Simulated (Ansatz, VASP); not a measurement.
One calculation of Mg, two programs

```
Mg
1.0
    -1.69440    1.69440    1.49430
     1.69440   -1.69440    1.49430
     1.69440    1.69440   -1.49430
Mg
1
Direct
  0.00000 0.00000 0.00000
```

Alike in both runs: task single point; functional PBEsol; k mesh 18 × 18 × 18; occupations gaussian, width 0.15 eV; no spin polarisation.

|  | VASP | Ansatz |
| --- | --- | --- |
| version | VASP 6.6.1 | Ansatz 0.2.0 |
| potentials or method | VASP PAW PBE potentials, release 64 (Mg), cutoff 520 eV | scalar-relativistic, plane waves, PAW |
| valence electrons in the cell | 2 | 10 |

|  | VASP | Ansatz | Ansatz less VASP |
| --- | --- | --- | --- |
| gap on the k mesh at the Fermi level (eV) | none | none | - |
| pressure (GPa) | 17.4 | 17.2 | -0.21 |
| traceless stress, the component that is largest in VASP (GPa) | 2.37 | 2.32 | -0.053 |

VASP's potentials were made for PBE, not for PBEsol. A gap of «none» marks a metal or a gap that the smearing closes. The functional is the same, so the differences come from potentials, cutoffs and numerics. VASP's potentials hold 2 valence electrons a cell and Ansatz's 10, so a difference there can come from the potentials and not from the codes.
